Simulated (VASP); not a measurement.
# TiSn (Fm-3m) in VASP: settings compared

The runs below take TiSn through single point, relaxation of cell and atoms, with PBE+D3(BJ), PBE+D4.

Everything below comes from runs of VASP 6.6.1. Logs are shortened: lines on timing, memory, paths and dates and some standing lists are left out, and cuts for length are marked.

## 1. The cell of the first run

It takes space group Fm-3m (No. 225, cubic). The conventional cell has a = 5.601 Å, b = 5.601 Å, c = 5.601 Å, α = 90.00°, β = 90.00°, γ = 90.00°. Ti (site symmetry m-3m) has 6 Sn at 2.80 Å within 3.7 Å. Within 3.7 Å of Sn (site symmetry m-3m) lie 6 Ti at 2.80 Å.

## 2. Single point, PBE+D3(BJ)

Contents of INCAR:

```
SYSTEM = TiSn
  PREC = Accurate
  ENCUT = 520
  EDIFF = 1E-6
  ISMEAR = -1
  SIGMA = 0.05
  LREAL = .FALSE.
  LASPH = .TRUE.
  NELM = 100
  ALGO = Fast
  ISIF = 2
  LWAVE = .FALSE.
  LCHARG = .FALSE.
  GGA = PE
  IVDW = 12
  NBANDS = 20
```

Contents of KPOINTS:

```
Automatic mesh
0
G
  8 8 8
  0 0 0
```

Contents of POSCAR:

```
TiSn
1.0
    0.0000000000      2.8005500000      2.8005500000
    2.8005500000      0.0000000000      2.8005500000
    2.8005500000      2.8005500000      0.0000000000
Ti Sn
1 1
Direct
    0.0000000000      0.0000000000      0.0000000000
    0.5000000000      0.5000000000      0.5000000000
```

Potentials or basis: VASP PAW PBE potentials, release 64 (Ti_sv, Sn_d).

On the command line:

```sh
$ cat potpaw_PBE.64/Ti_sv/POTCAR potpaw_PBE.64/Sn_d/POTCAR > POTCAR
$ mpirun -np 1 vasp_std > vasp.out
```

OUTCAR:

```text
SYSTEM = TiSn
   PREC = Accurate
   ENCUT = 520
   EDIFF = 1E-6
   ISMEAR = -1
   LREAL = .FALSE.
   LASPH = .TRUE.
   NELM = 100
   ISIF = 2
   GGA = PE
   IVDW = 12
 IVDW          = 12

 ion  position               nearest neighbor table
   1  0.000  0.000  0.000-   2 2.80   2 2.80   2 2.80   2 2.80   2 2.80   2 2.80
   2  0.500  0.500  0.500-   1 2.80   1 2.80   1 2.80   1 2.80   1 2.80   1 2.80

  LATTYP: Found a face centered cubic cell.
 ALAT       =     5.6011000000

  Lattice vectors:

 A1 = (   0.0000000000,   2.8005500000,   2.8005500000)
 A2 = (   2.8005500000,   0.0000000000,   2.8005500000)
 A3 = (   2.8005500000,   2.8005500000,   0.0000000000)

Analysis of symmetry for initial positions (statically):
=====================================================================
 Subroutine PRICEL returns:
 Original cell was already a primitive cell.

 Routine SETGRP: Setting up the symmetry group for a
 face centered cubic supercell.

 Subroutine GETGRP returns: Found 48 space group operations
 (whereof 48 operations were pure point group operations)
 out of a pool of 48 trial point group operations.

The static configuration has the point symmetry O_h .

Analysis of symmetry for dynamics (positions and initial velocities):
=====================================================================
 Subroutine PRICEL returns:
 Original cell was already a primitive cell.

 Routine SETGRP: Setting up the symmetry group for a
 face centered cubic supercell.

 Subroutine GETGRP returns: Found 48 space group operations
 (whereof 48 operations were pure point group operations)
 out of a pool of 48 trial point group operations.

The dynamic configuration has the point symmetry O_h .

 Subroutine INISYM returns: Found 48 space group operations
 (whereof 48 operations are pure point group operations),
 and found     1 'primitive' translations

----------------------------------------------------------------------------------------

                                     Primitive cell

  volume of cell :      43.9299

  direct lattice vectors                    reciprocal lattice vectors
     0.000000000  2.800550000  2.800550000    -0.178536359  0.178536359  0.178536359
     2.800550000  0.000000000  2.800550000     0.178536359 -0.178536359  0.178536359
     2.800550000  2.800550000  0.000000000     0.178536359  0.178536359 -0.178536359

  length of vectors
     3.960575792  3.960575792  3.960575792     0.309234045  0.309234045  0.309234045

  position of ions in fractional coordinates (direct lattice)
     0.000000000  0.000000000  0.000000000
     0.500000000  0.500000000  0.500000000

  ion indices of the primitive-cell ions
   primitive index   ion index
                 1           1
                 2           2

----------------------------------------------------------------------------------------

 KPOINTS: Automatic mesh

Automatic generation of k-mesh.
 Grid dimensions read from file:
 generate k-points for:    8    8    8

 Generating k-lattice:

  Cartesian coordinates                     Fractional coordinates (reciprocal lattice)
    -0.022317045  0.022317045  0.022317045     0.125000000  0.000000000  0.000000000
     0.022317045 -0.022317045  0.022317045     0.000000000  0.125000000  0.000000000
     0.022317045  0.022317045 -0.022317045     0.000000000  0.000000000  0.125000000

  Length of vectors
     0.038654256  0.038654256  0.038654256

  Shift w.r.t. Gamma in fractional coordinates (k-lattice)
     0.000000000  0.000000000  0.000000000

 Subroutine IBZKPT returns following result:
 ===========================================

 Found     29 irreducible k-points:

 Following reciprocal coordinates:
            Coordinates               Weight
  0.000000  0.000000  0.000000      1.000000
  0.125000  0.000000  0.000000      8.000000
  0.250000  0.000000  0.000000      8.000000
  0.375000  0.000000  0.000000      8.000000
  0.500000  0.000000  0.000000      4.000000
  0.125000  0.125000  0.000000      6.000000
[... 16 lines left out ...]
  0.500000  0.250000  0.125000     48.000000
 -0.375000  0.250000  0.125000     24.000000
 [... further k-points ...]
   k-points           NKPTS =     29   k-points in BZ     NKDIM =     29   number of bands    NBANDS=     20
   number of dos      NEDOS =    301   number of ions     NIONS =      2
   total plane-waves  NPLWV =  27000
   dimension x,y,z NGX =    30 NGY =   30 NGZ =   30
   dimension x,y,z NGXF=    60 NGYF=   60 NGZF=   60
   ions per type =               1   1
   NGX,Y,Z   is equivalent  to a cutoff of  12.59, 12.59, 12.59 a.u.
   NGXF,Y,Z  is equivalent  to a cutoff of  25.19, 25.19, 25.19 a.u.
 SYSTEM =  TiSn
   PREC   = accura    normal or accurate (medium, high low for compatibility)
   ISTART =      0    job   : 0-new  1-cont  2-samecut
   ICHARG =      2    charge: 1-file 2-atom 10-const
   ISPIN  =      1    spin polarized calculation?
   LNONCOLLINEAR =      F non collinear calculations
   LSORBIT =      F    spin-orbit coupling
   LASPH  =      T    aspherical Exc in radial PAW
   ENCUT  =  520.0 eV  38.22 Ry    6.18 a.u.   7.36  7.36  7.36*2*pi/ulx,y,z
   NELM   =    100;   NELMIN=  2; NELMDL= -5     # of ELM steps
   EDIFF  = 0.1E-05   stopping-criterion for ELM
   LREAL  =      F    real-space projection
   EDIFFG = 0.1E-04   stopping-criterion for IOM
   NSW    =      0    number of steps for IOM
   IBRION =     -1    ionic relax: 0-MD 1-quasi-New 2-CG
   NFREE  =      0    steps in history (QN), initial steepest desc. (CG)
   ISIF   =      2    stress and relaxation
   ISYM   =      2    0-nonsym 1-usesym 2-fastsym
   POTIM  = 0.5000    time-step for ionic-motion
   TEBEG  =    0.0;   TEEND  =   0.0 temperature during run
   PSTRESS=    0.0 pullay stress
   NELECT =      26.0000    total number of electrons
   NUPDOWN=      -1.0000    fix difference up-down
   EMIN   =  10.00;   EMAX   =-10.00  energy-range for DOS
   EFERMI =   0.00;   METHOD = LEGACY
   ISMEAR =    -1;   SIGMA  =   0.05  broadening in eV -4-tet -1-fermi 0-gaus
   EFERMI_NEDOS =   21; number of points for ismear=-14 and -15
   IALGO  =     68    algorithm
   IMIX   =      4    mixing-type and parameters
     AMIX     =   0.40;   BMIX     =  1.00
     AMIX_MAG =   1.60;   BMIX_MAG =  1.00
  volume/ion in A,a.u.               =      21.96       148.23
  Fermi-wavevector in a.u.,A,eV,Ry     =   1.374504  2.597436 25.704953  1.889261
  Thomas-Fermi vector in A             =   2.499924
   LORBIT       =      0    0 simple, 1 ext, 2 COOP (PROOUT), +10 PAW based schemes
   GGA     = PE    functional components
   LHFCALC =     F    Hartree Fock is set to
   AEXX    =    0.0000 exact exchange contribution
   IVDW    =    12    specifies the selected vdW correction
   LEPSILON=     F    determine dielectric tensor
   LRPA    =     F    only Hartree local field effects (RPA)
 non-spin polarized calculation
 RMM-DIIS sequential band-by-band and
  energy-cutoff  :      520.00
  volume of cell :       43.93
 maximum number of plane-waves:      1243
 NGX is ok and might be reduce to    30
   NGX = 15   NGY = 15   NGZ = 15

 number of electron      26.0000014 magnetization

 Free energy of the ion-electron system (eV)
  ---------------------------------------------------
  ext. energy  EPLUGINS =         0.00000000
  ---------------------------------------------------
  free energy    TOTEN  =       -11.80691004 eV

  energy without entropy =      -11.79945129  energy(sigma->0) =      -11.80318066

 E-fermi :   8.1884     XC(G=0): -10.8240

 val. band max:        8.1720748779   @ k =   0.1250   0.1250   0.0000
 cond. band min:       8.2966176947   @ k =   0.0000   0.0000   0.0000
 fundamental gap:      0.1245428168
 Fermi energy:         8.1884057089

 k-point     1 :       0.0000    0.0000    0.0000
  band No.  band energies     occupation
      1     -49.1301      2.00000
      2     -25.3933      2.00000
      3     -25.3933      2.00000
      4     -25.3933      2.00000
      5     -12.6890      2.00000
      6     -12.6890      2.00000
[... 12 lines left out ...]
     19      16.0220      0.00000
     20      16.7130      0.00000

 k-point     2 :       0.1250    0.0000    0.0000
  band No.  band energies     occupation
      1     -49.1298      2.00000
      2     -25.3979      2.00000
      3     -25.3945      2.00000
      4     -25.3945      2.00000
      5     -12.6846      2.00000
      6     -12.6846      2.00000
[... 12 lines left out ...]
     19      15.8019      0.00000
     20      17.3613      0.00000

 k-point     3 :       0.2500    0.0000    0.0000
  band No.  band energies     occupation
      1     -49.1291      2.00000
      2     -25.4093      2.00000
      3     -25.3974      2.00000
      4     -25.3974      2.00000
      5     -12.6745      2.00000
      6     -12.6745      2.00000
[... 12 lines left out ...]
     19      14.8693      0.00000
     20      17.0161      0.00000

 k-point     4 :       0.3750    0.0000    0.0000
  band No.  band energies     occupation
      1     -49.1283      2.00000
      2     -25.4207      2.00000
      3     -25.4004      2.00000
      4     -25.4004      2.00000
      5     -12.6653      2.00000
      6     -12.6653      2.00000
[... 12 lines left out ...]
     19      13.8961      0.00000
     20      15.7512      0.00000

 k-point     5 :       0.5000    0.0000    0.0000
  band No.  band energies     occupation
      1     -49.1280      2.00000
      2     -25.4254      2.00000
      3     -25.4016      2.00000
      4     -25.4016      2.00000
      5     -12.6617      2.00000
      6     -12.6617      2.00000
[... 12 lines left out ...]
     19      14.9928      0.00000
     20      14.9932      0.00000
[... 353 lines left out ...]
      6     -12.6684      2.00000
[... 12 lines left out ...]
     19      12.7324      0.00000
     20      15.5775      0.00000

 k-point    22 :       0.3750    0.2500    0.1250
  band No.  band energies     occupation
      1     -49.1286      2.00000
      2     -25.4133      2.00000
      3     -25.4010      2.00000
      4     -25.3998      2.00000
      5     -12.6772      2.00000
      6     -12.6682      2.00000
[... 12 lines left out ...]
     19      15.1548      0.00000
     20      16.1204      0.00000

 k-point    23 :       0.5000    0.2500    0.1250
  band No.  band energies     occupation
      1     -49.1280      2.00000
      2     -25.4185      2.00000
      3     -25.4052      2.00000
      4     -25.4024      2.00000
      5     -12.6756      2.00000
      6     -12.6618      2.00000
[... 12 lines left out ...]
     19      15.3427      0.00000
     20      16.2845      0.00000

 k-point    24 :      -0.3750    0.2500    0.1250
  band No.  band energies     occupation
      1     -49.1277      2.00000
      2     -25.4204      2.00000
      3     -25.4071      2.00000
      4     -25.4035      2.00000
      5     -12.6749      2.00000
      6     -12.6593      2.00000
[... 12 lines left out ...]
     19      15.1033      0.00000
     20      16.3198      0.00000

 [... further k-points ...]

------------------------ aborting loop because EDIFF is reached ----------------------------------------

 Edisp (eV)   -0.95689

 E8    (eV) :    -0.4591

  FORCE on cell =-STRESS in cart. coord.  units (eV):
  Direction    XX          YY          ZZ          XY          YZ          ZX
  --------------------------------------------------------------------------------------
  -------------------------------------------------------------------------------------
  Total      -0.95269    -0.95269    -0.95269    -0.00000    -0.00000     0.00000
  in kB     -34.74584   -34.74584   -34.74584    -0.00000    -0.00000     0.00000
  external pressure =      -34.75 kB  Pullay stress =        0.00 kB

 VOLUME and BASIS-vectors are now :
 -----------------------------------------------------------------------------
  energy-cutoff  :      520.00
  volume of cell :       43.93
      direct lattice vectors                 reciprocal lattice vectors
     0.000000000  2.800550000  2.800550000    -0.178536359  0.178536359  0.178536359
     2.800550000  0.000000000  2.800550000     0.178536359 -0.178536359  0.178536359
     2.800550000  2.800550000  0.000000000     0.178536359  0.178536359 -0.178536359

 POSITION                                       TOTAL-FORCE (eV/Angst)
 -----------------------------------------------------------------------------------
      0.00000      0.00000      0.00000         0.000000      0.000000     -0.000000
      2.80055      2.80055      2.80055        -0.000000     -0.000000      0.000000
 -----------------------------------------------------------------------------------
    total drift:                                0.000000      0.000000      0.000000

  FREE ENERGIE OF THE ION-ELECTRON SYSTEM (eV)
  ---------------------------------------------------
  free  energy   TOTEN  =       -12.7637982912 eV

  energy  without entropy=      -12.7563395434  energy(sigma->0) =      -12.76006892
```

It took 41 s on 1 thread of Intel Xeon Platinum 8559C (Emerald Rapids), shared host; peak memory 0.18 GiB.

Results:

* Free energy: -12.7638 eV
* Pressure: -3.5 GPa
* Band gap on the k mesh: zero (bands 13 and 14 overlap by 0.34 eV)
* Dispersion energy per atom: -0.478 eV

Levels at points of the mesh, in eV from the Fermi level:
| k point | band 10 | band 11 | band 12 | band 13 | band 14 | band 15 | band 16 | band 17 |
| --- | --- | --- | --- | --- | --- | --- | --- | --- |
| (0.00, 0.00, 0.00) | -9.67 | 0.11 | 0.11 | 0.11 | 0.45 | 0.45 | 3.33 | 3.33 |
| (0.50, 0.00, 0.00) | -7.04 | -4.61 | -1.44 | -1.44 | 0.98 | 0.98 | 1.43 | 5.32 |
| (0.50, 0.50, 0.00) | -6.95 | -3.36 | -0.97 | 0.18 | 0.18 | 0.86 | 1.30 | 1.30 |

Caveat: three body term missing; the cell stands under tension; spin-orbit coupling is left out, which moves the levels of the heavy elements.

## 3. Relaxation of cell and atoms, PBE+D3(BJ)

Contents of INCAR:

```
PREC = Accurate ; ENCUT = 600
EDIFF = 1E-6 ; ISMEAR = -1
SIGMA = 0.05 ; LREAL = F
LASPH = T ; NELM = 100
ALGO = Normal ; ISIF = 3
LWAVE = F ; LCHARG = F
GGA = PE ; IVDW = 12
IBRION = 2 ; NSW = 60
EDIFFG = -0.01
```

Contents of KPOINTS:

```
Automatic mesh
0
Gamma
  8 8 8
```

POSCAR is that of step 2.

Potentials or basis: VASP PAW PBE potentials, release 64 (Ti_sv, Sn_d).

On the command line:

```sh
$ cat potpaw_PBE.64/Ti_sv/POTCAR potpaw_PBE.64/Sn_d/POTCAR > POTCAR
$ mpirun -np 1 vasp_std > vasp.out
```

Run time: 36 s. Hardware: 1 thread of Intel Xeon Platinum 8559C (Emerald Rapids), shared host; peak memory 0.21 GiB.

Results (log left out):

```yaml
Free_energy: -12.7839 eV
Relaxed_volume: 21.08 Å³/atom
Relaxed_cell: a = 3.906 Å, b = 3.906 Å, c = 3.906 Å, α = 60.00°, β = 60.00°, γ = 60.00°
Space_group_after_relaxing_to_0.1_Å: Fm-3m (No. 225)
Energy_gained_by_relaxing: 10.0 meV/atom
Ionic_steps: 3
Pressure_after_relaxing: 0.0 GPa
Band_gap_on_the_k_mesh: zero (bands 13 and 14 overlap by 0.38 eV)
Dispersion_energy_per_atom: -0.499 eV
```

Step by step:
| step | energy change (eV) | largest force (eV/Å) | pressure (GPa) | volume (Å³) |
| --- | --- | --- | --- | --- |
| 1 | 0.0000 | 0.0000 | -3.45 | 43.93 |
| 2 | -0.0103 | 0.0000 | 2.72 | 40.99 |
| 3 | -0.0200 | 0.0000 | 0.02 | 42.15 |

Final structure:
```
CELL_PARAMETERS angstrom
0.00000 2.76225 2.76225
2.76225 0.00000 2.76225
2.76225 2.76225 0.00000
ATOMIC_POSITIONS crystal
Ti 0.00000 0.00000 0.00000
Sn 0.50000 0.50000 0.50000
```

Levels at points of the mesh, in eV from the Fermi level:
| k point | band 9 | band 10 | band 11 | band 12 | band 13 | band 14 | band 15 | band 16 | band 17 |
| --- | --- | --- | --- | --- | --- | --- | --- | --- | --- |
| (0.00, 0.00, 0.00) | -20.84 | -9.89 | 0.10 | 0.10 | 0.10 | 0.49 | 0.49 | 3.51 | 3.51 |
| (0.50, 0.00, 0.00) | -20.80 | -7.11 | -4.77 | -1.51 | -1.51 | 1.03 | 1.03 | 1.53 | 5.49 |
| (0.50, 0.50, 0.00) | -20.78 | -7.04 | -3.48 | -1.05 | 0.22 | 0.22 | 0.93 | 1.37 | 1.37 |

Caveat: spin-orbit coupling is left out, which moves the levels of the heavy elements.

## 4. Relaxation of cell and atoms, PBE+D4

Contents of INCAR:

```
SYSTEM = TiSn
PREC     = Accurate       ! precision mode
ENCUT    = 600            ! plane-wave cutoff, eV
EDIFF    = 1E-6           ! SCF threshold, eV
ISMEAR   = -1             ! smearing method
SIGMA    = 0.05           ! smearing width, eV
LREAL    = .False.        ! projectors in reciprocal space
LASPH    = .True.         ! aspherical terms in the spheres
NELM     = 80             ! most SCF steps
ALGO     = Normal         ! electronic algorithm
ISIF     = 3              ! what is computed and relaxed
LWAVE    = .False.        ! write WAVECAR
LCHARG   = .False.        ! write CHGCAR
GGA      = PE             ! functional
IVDW     = 13             ! dispersion correction
IBRION   = 2              ! ionic algorithm
NSW      = 60             ! ionic steps
EDIFFG   = -0.01          ! ionic threshold
```

Contents of KPOINTS:

```
Automatic mesh
0
Gamma
  8 8 8
  0 0 0
```

POSCAR is that of step 3.

On the command line:

```sh
$ cat potpaw_PBE.64/Ti_sv/POTCAR potpaw_PBE.64/Sn_d/POTCAR > POTCAR
$ mpirun -np 1 vasp_std > vasp.out
```

Run time: 34 s. Hardware: 1 thread of Intel Xeon Platinum 8559C (Emerald Rapids), shared host; peak memory 0.2 GiB.

Results (log left out):

| Quantity | Value |
| --- | --- |
| Free energy | -12.4773 eV |
| Relaxed volume | 21.36 Å³/atom |
| Relaxed cell | a = 3.924 Å, b = 3.924 Å, c = 3.924 Å, α = 60.00°, β = 60.00°, γ = 60.00° |
| Space group after relaxing (to 0.1 Å) | Fm-3m (No. 225) |
| Energy gained by relaxing | 4.5 meV/atom |
| Ionic steps | 3 |
| Pressure after relaxing | 0.0 GPa |
| Band gap on the k mesh | zero (bands 13 and 14 overlap by 0.37 eV) |
| Dispersion energy per atom | -0.340 eV |

Step by step:
| step | energy change (eV) | largest force (eV/Å) | pressure (GPa) | volume (Å³) |
| --- | --- | --- | --- | --- |
| 1 | 0.0000 | 0.0000 | -2.31 | 43.93 |
| 2 | -0.0048 | 0.0000 | 1.70 | 41.95 |
| 3 | -0.0089 | 0.0000 | 0.02 | 42.73 |

Final structure:
```cif
data_structure
_symmetry_space_group_name_H-M 'P 1'
_symmetry_Int_Tables_number 1
_cell_length_a 3.9242
_cell_length_b 3.9242
_cell_length_c 3.9242
_cell_angle_alpha 60.000
_cell_angle_beta 60.000
_cell_angle_gamma 60.000
_cell_volume 42.73
loop_
_atom_site_label
_atom_site_type_symbol
_atom_site_fract_x
_atom_site_fract_y
_atom_site_fract_z
_atom_site_occupancy
Ti1 Ti 0.00000 0.00000 0.00000 1
Sn1 Sn 0.50000 0.50000 0.50000 1
```

Levels at points of the mesh, in eV from the Fermi level:
```
           k point  band 9  band 10  band 11  band 12  band 13  band 14  band 15  band 16  band 17
(0.00, 0.00, 0.00)  -20.83    -9.82     0.11     0.11     0.11     0.48     0.48     3.45     3.45
(0.50, 0.00, 0.00)  -20.80    -7.09    -4.71    -1.48    -1.48     1.01     1.01     1.50     5.43
(0.50, 0.50, 0.00)  -20.78    -7.01    -3.44    -1.02     0.21     0.21     0.90     1.35     1.35
```

Caveat: spin-orbit coupling is left out, which moves the levels of the heavy elements.

## 5. Summary

| task | level | cell | cutoff (eV) | gap on the mesh (eV) | pressure (GPa) | relaxed volume (Å³/atom) |
| --- | --- | --- | --- | --- | --- | --- |
| single point | PBE+D3(BJ) | as given | 520 | none | -3.5 | - |
| relaxation of cell and atoms | PBE+D3(BJ) | relaxed | 600 | none | 0.0 | 21.08 |
| relaxation of cell and atoms | PBE+D4 | relaxed | 600 | none | 0.0 | 21.36 |

Alike in all rows: potentials or basis VASP PAW PBE potentials, release 64 (Ti_sv, Sn_d); no spin polarisation; k mesh 8 × 8 × 8; smearing fermi-dirac 0.05 eV.

Caveats: spin-orbit coupling is left out, which moves the levels of the heavy elements; three body term missing (at least some runs); the cell stands under tension (at least some runs).

Total energies depend on the potentials used, so only differences within one code and one set of settings carry meaning.
